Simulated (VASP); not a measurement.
# NaF (Fm-3m) in VASP: a series of runs

The runs below take NaF through single point, with LDA, PBEsol, PBE.

Program: VASP 6.6.1. These are calculated values, not measurements. Logs are shortened: lines on timing, memory, paths and dates and some standing lists are left out, and cuts for length are marked.

### Step 1. The cell of the first run

It takes space group Fm-3m (No. 225, cubic). Conventional cell: a = 4.647 Å, b = 4.647 Å, c = 4.647 Å, α = 90.00°, β = 90.00°, γ = 90.00°. Within 3.1 Å of Na (site symmetry m-3m) lie 6 F at 2.32 Å. F (site symmetry m-3m) has 6 Na at 2.32 Å within 3.1 Å.

### Step 2. Single point, LDA

Input file INCAR:

```
ALGO = Normal
EDIFF = 1E-7
ENCUT = 520
ISIF = 2
ISMEAR = -1
LASPH = T
LCHARG = F
LREAL = F
LWAVE = F
NBANDS = 14
NELM = 80
PREC = Accurate
SIGMA = 0.02
```

Input file KPOINTS:

```
k-points
0
Gamma
  10 10 10
```

Input file POSCAR:

```
NaF
1.0
    0.0000000000      2.3233000000      2.3233000000
    2.3233000000      0.0000000000      2.3233000000
    2.3233000000      2.3233000000      0.0000000000
Na F
1 1
Direct
    0.0000000000      0.0000000000      0.0000000000
    0.5000000000      0.5000000000      0.5000000000
```

Potentials or basis: VASP PAW LDA potentials, release 64 (Na_pv, F).

Launch:

```console
cat potpaw_LDA.64/Na_pv/POTCAR potpaw_LDA.64/F/POTCAR > POTCAR
mpirun -np 1 vasp_std > vasp.out
```

OUTCAR:

```text
EDIFF = 1E-7
   ENCUT = 520
   ISIF = 2
   ISMEAR = -1
   LASPH = T
   LREAL = F
   NELM = 80
   PREC = Accurate

 ion  position               nearest neighbor table
   1  0.000  0.000  0.000-   2 2.32   2 2.32   2 2.32   2 2.32   2 2.32   2 2.32
   2  0.500  0.500  0.500-   1 2.32   1 2.32   1 2.32   1 2.32   1 2.32   1 2.32

  LATTYP: Found a face centered cubic cell.
 ALAT       =     4.6466000000

  Lattice vectors:

 A1 = (   0.0000000000,   2.3233000000,   2.3233000000)
 A2 = (   2.3233000000,   0.0000000000,   2.3233000000)
 A3 = (   2.3233000000,   2.3233000000,   0.0000000000)

Analysis of symmetry for initial positions (statically):
=====================================================================
 Subroutine PRICEL returns:
 Original cell was already a primitive cell.

 Routine SETGRP: Setting up the symmetry group for a
 face centered cubic supercell.

 Subroutine GETGRP returns: Found 48 space group operations
 (whereof 48 operations were pure point group operations)
 out of a pool of 48 trial point group operations.

The static configuration has the point symmetry O_h .

Analysis of symmetry for dynamics (positions and initial velocities):
=====================================================================
 Subroutine PRICEL returns:
 Original cell was already a primitive cell.

 Routine SETGRP: Setting up the symmetry group for a
 face centered cubic supercell.

 Subroutine GETGRP returns: Found 48 space group operations
 (whereof 48 operations were pure point group operations)
 out of a pool of 48 trial point group operations.

The dynamic configuration has the point symmetry O_h .

 Subroutine INISYM returns: Found 48 space group operations
 (whereof 48 operations are pure point group operations),
 and found     1 'primitive' translations

----------------------------------------------------------------------------------------

                                     Primitive cell

  volume of cell :      25.0811

  direct lattice vectors                    reciprocal lattice vectors
     0.000000000  2.323300000  2.323300000    -0.215211122  0.215211122  0.215211122
     2.323300000  0.000000000  2.323300000     0.215211122 -0.215211122  0.215211122
     2.323300000  2.323300000  0.000000000     0.215211122  0.215211122 -0.215211122

  length of vectors
     3.285642369  3.285642369  3.285642369     0.372756598  0.372756598  0.372756598

  position of ions in fractional coordinates (direct lattice)
     0.000000000  0.000000000  0.000000000
     0.500000000  0.500000000  0.500000000

  ion indices of the primitive-cell ions
   primitive index   ion index
                 1           1
                 2           2

----------------------------------------------------------------------------------------

 KPOINTS: k-points

Automatic generation of k-mesh.
 Grid dimensions read from file:
 generate k-points for:   10   10   10

 Generating k-lattice:

  Cartesian coordinates                     Fractional coordinates (reciprocal lattice)
    -0.021521112  0.021521112  0.021521112     0.100000000  0.000000000  0.000000000
     0.021521112 -0.021521112  0.021521112     0.000000000  0.100000000  0.000000000
     0.021521112  0.021521112 -0.021521112     0.000000000  0.000000000  0.100000000

  Length of vectors
     0.037275660  0.037275660  0.037275660

  Shift w.r.t. Gamma in fractional coordinates (k-lattice)
     0.000000000  0.000000000  0.000000000

 Subroutine IBZKPT returns following result:
 ===========================================

 Found     47 irreducible k-points:

 Following reciprocal coordinates:
            Coordinates               Weight
  0.000000  0.000000  0.000000      1.000000
  0.100000  0.000000  0.000000      8.000000
  0.200000  0.000000  0.000000      8.000000
  0.300000  0.000000  0.000000      8.000000
  0.400000  0.000000  0.000000      8.000000
  0.500000  0.000000  0.000000      4.000000
[... 16 lines left out ...]
  0.300000  0.300000  0.000000      6.000000
  0.400000  0.300000  0.000000     24.000000
 [... further k-points ...]
   k-points           NKPTS =     47   k-points in BZ     NKDIM =     47   number of bands    NBANDS=     14
   number of dos      NEDOS =    301   number of ions     NIONS =      2
   total plane-waves  NPLWV =  13824
   dimension x,y,z NGX =    24 NGY =   24 NGZ =   24
   dimension x,y,z NGXF=    48 NGYF=   48 NGZF=   48
   ions per type =               1   1
   NGX,Y,Z   is equivalent  to a cutoff of  12.14, 12.14, 12.14 a.u.
   NGXF,Y,Z  is equivalent  to a cutoff of  24.29, 24.29, 24.29 a.u.
 SYSTEM =  unknown system
   PREC   = accura    normal or accurate (medium, high low for compatibility)
   ISTART =      0    job   : 0-new  1-cont  2-samecut
   ICHARG =      2    charge: 1-file 2-atom 10-const
   ISPIN  =      1    spin polarized calculation?
   LNONCOLLINEAR =      F non collinear calculations
   LSORBIT =      F    spin-orbit coupling
   LASPH  =      T    aspherical Exc in radial PAW
   ENCUT  =  520.0 eV  38.22 Ry    6.18 a.u.   6.11  6.11  6.11*2*pi/ulx,y,z
   NELM   =     80;   NELMIN=  2; NELMDL= -5     # of ELM steps
   EDIFF  = 0.1E-06   stopping-criterion for ELM
   LREAL  =      F    real-space projection
   EDIFFG = 0.1E-05   stopping-criterion for IOM
   NSW    =      0    number of steps for IOM
   IBRION =     -1    ionic relax: 0-MD 1-quasi-New 2-CG
   NFREE  =      0    steps in history (QN), initial steepest desc. (CG)
   ISIF   =      2    stress and relaxation
   ISYM   =      2    0-nonsym 1-usesym 2-fastsym
   POTIM  = 0.5000    time-step for ionic-motion
   TEBEG  =    0.0;   TEEND  =   0.0 temperature during run
   PSTRESS=    0.0 pullay stress
   NELECT =      14.0000    total number of electrons
   NUPDOWN=      -1.0000    fix difference up-down
   EMIN   =  10.00;   EMAX   =-10.00  energy-range for DOS
   EFERMI =   0.00;   METHOD = LEGACY
   ISMEAR =    -1;   SIGMA  =   0.02  broadening in eV -4-tet -1-fermi 0-gaus
   EFERMI_NEDOS =   21; number of points for ismear=-14 and -15
   IALGO  =     38    algorithm
   IMIX   =      4    mixing-type and parameters
     AMIX     =   0.40;   BMIX     =  1.00
     AMIX_MAG =   1.60;   BMIX_MAG =  1.00
  volume/ion in A,a.u.               =      12.54        84.63
  Fermi-wavevector in a.u.,A,eV,Ry     =   1.347935  2.547227 24.720809  1.816928
  Thomas-Fermi vector in A             =   2.475645
   LORBIT       =      0    0 simple, 1 ext, 2 COOP (PROOUT), +10 PAW based schemes
   GGA     = CA    functional components
   LHFCALC =     F    Hartree Fock is set to
   AEXX    =    0.0000 exact exchange contribution
   IVDW    =     0    specifies the selected vdW correction
   LEPSILON=     F    determine dielectric tensor
   LRPA    =     F    only Hartree local field effects (RPA)
 non-spin polarized calculation
  energy-cutoff  :      520.00
  volume of cell :       25.08
 maximum number of plane-waves:       692
   NGX = 13   NGY = 13   NGZ = 13

 number of electron      13.9999978 magnetization

 Free energy of the ion-electron system (eV)
  ---------------------------------------------------
  ext. energy  EPLUGINS =         0.00000000
  ---------------------------------------------------
  free energy    TOTEN  =        -9.29977684 eV

  energy without entropy =       -9.29977684  energy(sigma->0) =       -9.29977684

 E-fermi :  -2.0668     XC(G=0):  -9.9032

 val. band max:       -2.5469865586   @ k =   0.0000   0.0000   0.0000
 cond. band min:       3.3660428484   @ k =   0.0000   0.0000   0.0000
 fundamental gap:      5.9130294070
 Fermi energy:        -2.0667606880

 k-point     1 :       0.0000    0.0000    0.0000
  band No.  band energies     occupation
      1     -21.3312      2.00000
      2     -21.3312      2.00000
      3     -21.3312      2.00000
      4     -21.2927      2.00000
      5      -2.5470      2.00000
      6      -2.5470      2.00000
      7      -2.5470      2.00000
      8       3.3660      0.00000
      9      15.9314      0.00000
     10      15.9314      0.00000
     11      15.9314      0.00000
     12      18.7251      0.00000
     13      20.9448      0.00000
     14      20.9448      0.00000

 k-point     2 :       0.1000    0.0000    0.0000
  band No.  band energies     occupation
      1     -21.5663      2.00000
      2     -21.3324      2.00000
      3     -21.3324      2.00000
      4     -21.0442      2.00000
      5      -2.7539      2.00000
      6      -2.5725      2.00000
      7      -2.5725      2.00000
      8       3.7281      0.00000
      9      14.6445      0.00000
     10      16.0850      0.00000
     11      16.0850      0.00000
     12      20.1565      0.00000
     13      20.5237      0.00000
     14      20.5237      0.00000

 k-point     3 :       0.2000    0.0000    0.0000
  band No.  band energies     occupation
      1     -21.7832      2.00000
      2     -21.3356      2.00000
      3     -21.3356      2.00000
      4     -20.7894      2.00000
      5      -3.2253      2.00000
      6      -2.6388      2.00000
      7      -2.6388      2.00000
      8       4.6518      0.00000
      9      12.8916      0.00000
     10      16.4694      0.00000
     11      16.4694      0.00000
     12      19.8908      0.00000
     13      19.8908      0.00000
     14      21.2802      0.00000
[... 324 lines left out ...]
 k-point    23 :       0.3000    0.3000    0.0000
  band No.  band energies     occupation
      1     -21.7454      2.00000
      2     -21.3671      2.00000
      3     -21.3671      2.00000
      4     -20.7641      2.00000
      5      -3.6497      2.00000
      6      -2.8295      2.00000
      7      -2.8295      2.00000
      8       6.6208      0.00000
      9      11.3546      0.00000
     10      14.8056      0.00000
     11      16.4375      0.00000
     12      16.4375      0.00000
     13      22.5882      0.00000
     14      23.1954      0.00000

 k-point    24 :       0.4000    0.3000    0.0000
  band No.  band energies     occupation
      1     -21.7286      2.00000
      2     -21.3806      2.00000
      3     -21.3726      2.00000
      4     -20.7630      2.00000
      5      -3.7633      2.00000
      6      -2.9408      2.00000
      7      -2.8826      2.00000
      8       7.6106      0.00000
      9      10.8120      0.00000
     10      13.6861      0.00000
     11      16.5292      0.00000
     12      16.5577      0.00000
     13      22.3576      0.00000
     14      23.5619      0.00000

 [... further k-points ...]
[... 5 lines left out ...]
  --------------------------------------------------------------------------------------
  -------------------------------------------------------------------------------------
  Total       -0.7363871     -0.7363871     -0.7363871     -0.0000000     -0.0000000      0.0000000
  in kB      -47.0403848    -47.0403848    -47.0403848     -0.0000000     -0.0000000      0.0000000
  external PRESSURE =     -47.0403848 kB  Pullay stress =       0.0000000 kB

 VOLUME and BASIS-vectors are now :
 -----------------------------------------------------------------------------
  energy-cutoff  :      520.00
  volume of cell :       25.08
      direct lattice vectors                 reciprocal lattice vectors
     0.000000000  2.323300000  2.323300000    -0.215211122  0.215211122  0.215211122
     2.323300000  0.000000000  2.323300000     0.215211122 -0.215211122  0.215211122
     2.323300000  2.323300000  0.000000000     0.215211122  0.215211122 -0.215211122

 POSITION                                       TOTAL-FORCE (eV/Angst)
 -----------------------------------------------------------------------------------
      0.00000      0.00000      0.00000         0.000000      0.000000      0.000000
      2.32330      2.32330      2.32330        -0.000000     -0.000000     -0.000000
 -----------------------------------------------------------------------------------
    total drift:                                0.000000     -0.000000      0.000000

  FREE ENERGIE OF THE ION-ELECTRON SYSTEM (eV)
  ---------------------------------------------------
  free  energy   TOTEN  =        -9.2997768443 eV

  energy  without entropy=       -9.2997768443  energy(sigma->0) =       -9.29977684
```

Run time: 26 s. Hardware: 1 thread of AMD EPYC 7R13, shared host; peak memory 0.1 GiB.

Results:

```yaml
Free_energy: -9.2998 eV
Pressure: -4.7 GPa
Band_gap_on_the_k_mesh: 5.91 eV
```

Caveat: the cell stands under tension. A hybrid or GW would open this gap; LDA tends to underestimate it.

[end of part 1 of 2]
